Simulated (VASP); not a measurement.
Here is a VASP 6.6.1 calculation.

Contents of INCAR:

```
SYSTEM = I
PREC = Accurate
ENCUT = 600
EDIFF = 1E-7
ISMEAR = -1
SIGMA = 0.05
LREAL = .FALSE.
LASPH = .TRUE.
NELM = 100
ALGO = Normal
ISIF = 3
LWAVE = .FALSE.
LCHARG = .FALSE.
IBRION = 2
NSW = 32
EDIFFG = -0.005
PSTRESS = 2900.0
```

File KPOINTS:

```
regular mesh
0
G
  15 15 15
  0 0 0
```

POSCAR

```
I
1.0
    2.3901550688      0.0000000000      0.0000000000
    0.0000000000      2.3901550688      0.0000000000
    0.0000000000      0.0000000000      2.3901550688
I
1
Direct
    0.0000000000      0.0000000000      0.0000000000
```

Potentials or basis: VASP PAW LDA potentials, release 64 (I).

Run with:

```bash
$ cat potpaw_LDA.64/I/POTCAR > POTCAR
$ mpirun -np 1 vasp_std > vasp.out
```

(1) Predict the relaxed volume.

(2) Estimate the relaxed cell.

Results:

(1) 13.69 Å³/atom.

(2) a = 2.392 Å, b = 2.392 Å, c = 2.392 Å, α = 90.00°, β = 90.00°, γ = 90.00°.

Caveat: the cell is relaxed towards a set pressure, so the enthalpy falls and the energy may rise; an odd number of electrons without spin polarisation forces a metal; a magnetic or distorted state may lie lower.
